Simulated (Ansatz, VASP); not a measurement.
# Ba4Ti3O10 in VASP and in Ansatz

```
Ba O Ti
1.0
     3.96987    0.00000    0.00000
     0.00000    3.96987    0.00000
     0.00000    0.00000   26.90961
Ba O Ti
4 10 3
Cartesian
  1.9849 1.9849 7.5960
  1.9849 1.9849 11.4914
  1.9849 1.9849 15.4183
  1.9849 1.9849 19.3136
  0.0000 0.0000 7.5313
  1.9849 0.0000 9.4467
  0.0000 1.9849 9.4467
  0.0000 0.0000 11.4729
  1.9849 0.0000 13.4548
  0.0000 1.9849 13.4548
  0.0000 0.0000 15.4367
  1.9849 0.0000 17.4629
  0.0000 1.9849 17.4629
  0.0000 0.0000 19.3783
  0.0000 0.0000 9.4263
  0.0000 0.0000 13.4548
  0.0000 0.0000 17.4833
```

Alike in both runs: functional PBEsol; k mesh 7 × 7 × 1; occupations gaussian, width 0.05 eV; no spin polarisation.

Ansatz relaxed the structure, and its values are those at the end. VASP's run is a single point on that final structure, the one shown.

|  | VASP | Ansatz |
| --- | --- | --- |
| version | VASP 6.6.1 | Ansatz 0.2.0 |
| potentials or method | VASP PAW PBE potentials, release 64 (Ba_sv, O, Ti_sv), cutoff 520 eV | scalar-relativistic, plane waves, PAW |
| valence electrons in the cell | 136 | 136 |

|  | VASP | Ansatz | Ansatz less VASP |
| --- | --- | --- | --- |
| gap on the k mesh at the Fermi level (eV) | 1.82 | 1.85 | +0.029 |
| least direct gap on the mesh (eV) | 1.85 | 1.87 | +0.021 |
| rms of the force components (eV/Å) | 0.052 | 0.001 | -0.0505 |

VASP's potentials were made for PBE, not for PBEsol. Ansatz's warnings: xc potential rough in thin density.

Spin-orbit coupling is off throughout.
